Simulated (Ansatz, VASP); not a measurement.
## One calculation of Cu, two programs

INCAR

```
SYSTEM = Cu
PREC = Accurate
ENCUT = 520
EDIFF = 1E-6
ISMEAR = 0
SIGMA = 0.15
LREAL = .False.
LASPH = .True.
NELM = 100
ALGO = Fast
ISIF = 2
LWAVE = .False.
LCHARG = .True.
GGA = PE
LELF = .True.
LVHAR = .True.
NBANDS = 18
```

Contents of KPOINTS:

```
regular mesh
0
Gamma
  20 20 20
  0 0 0
```

Contents of POSCAR:

```
Cu
1.0
    1.3569598188     -4.0756139163      0.0000000000
    1.3569598188      4.0756139163      0.0000000000
    0.0000000000      0.0000000000      2.5421103952
Cu
2
Direct
    0.1340351705      0.8659648295      0.2500000000
    0.8659648295      0.1340351705      0.7500000000
```

Input for Ansatz:

```yaml
crystal:
  lattice:
    - [1.3569598188, -4.0756139163, 0.0]
    - [1.3569598188, 4.0756139163, 0.0]
    - [0.0, 0.0, 2.5421103952]
  atoms:
    - { symbol: Cu, position: [0.1340351705, 0.8659648295, 0.25] }
    - { symbol: Cu, position: [0.8659648295, 0.1340351705, 0.75] }
basis:
  ecutwfc: 520.0
kpoints:
  mp_grid: { grid: [20, 20, 20] }
hamiltonian:
  xc: pbe
  pseudopotentials: { kind: paw, azcp: { folder: soft_1 } }
scf:
  occupations: { method: gaussian, width: 0.15 }
output:
  forces: true
  stress: true
  eigenvalues: true
```

Change from the starting cell: volume 14.059 Å^3 an atom, stretch along a over the lengths across it, relative to the relaxed cell 1.0835.

Alike in both runs: task single point; functional PBE; k mesh 20 × 20 × 20; occupations gaussian, width 0.15 eV; no spin polarisation.

|  | VASP | Ansatz |
| --- | --- | --- |
| version | VASP 6.6.1 | Ansatz 0.2.0 |
| potentials or method | VASP PAW PBE potentials, release 64 (Cu), cutoff 520 eV | scalar-relativistic, plane waves, PAW |
| valence electrons in the cell | 22 | 38 |

|  | VASP | Ansatz | Ansatz less VASP |
| --- | --- | --- | --- |
| gap on the k mesh at the Fermi level (eV) | none | none | - |
| pressure (GPa) | -8.9 | -9.5 | -0.54 |
| traceless stress, the component that is largest in VASP (GPa) | -5.67 | -5.55 | +0.123 |
| rms of the force components (eV/Å) | 0.153 | 0.153 | +0.0005 |

Atom by atom the forces differ by 0.000 eV/Å (rms over components). A gap of «none» marks a metal or a gap that the smearing closes. The functional is the same, so the differences come from potentials, cutoffs and numerics. VASP's potentials hold 22 valence electrons a cell and Ansatz's 38, so a difference there can come from the potentials and not from the codes.
